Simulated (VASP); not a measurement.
## Ge: single point with PBEsol

The system is Ge.

```
Ge
1.0
    -2.57449    2.57449    1.39741
     2.57449   -2.57449    1.39741
     2.57449    2.57449   -1.39741
Ge
2
Direct
  0.25000 0.75000 0.50000
  0.50000 0.50000 0.00000
```

```yaml
Program: VASP 6.6.1
Task: single point
Functional: PBEsol
Potentials_or_basis: VASP PAW PBE potentials, release 64 (Ge_d)
Cutoff: 520 eV
k_mesh: 11 × 11 × 11
Occupations: fermi-dirac, width 0.1 eV
Spin: no spin polarisation
Dipole_correction: no
Further_INCAR_settings: ALGO = Normal; EDIFF = 1e-06; NBANDS = 21
```

- Pressure: -0.7 GPa
- Band gap on the k mesh: zero (band 14 reaches 8.39 eV, above the bottom of band 15 at 3.67 eV)

Stress tensor (GPa, compression positive):
```
-0.55  0.00  0.00
 0.00 -0.55  0.00
 0.00  0.00 -0.89
```

Levels at points of the mesh, in eV from the Fermi level:
```csv
k point,band 11,band 12,band 13,band 14,band 15,band 16,band 17,band 18
"(0.00, 0.00, 0.00)",-13.32,-4.07,-2.34,-2.34,3.24,7.59,7.59,8.15
```

Run time: 68 s on 1 thread of Intel(R) Xeon(R) Platinum 8259CL CPU @ 2.50GHz (Skylake/Cascade Lake), with other jobs on the host, peak memory 0.22 GiB.

Caveat: the PAW data sets were made with another functional, which shifts forces and pressure a little.
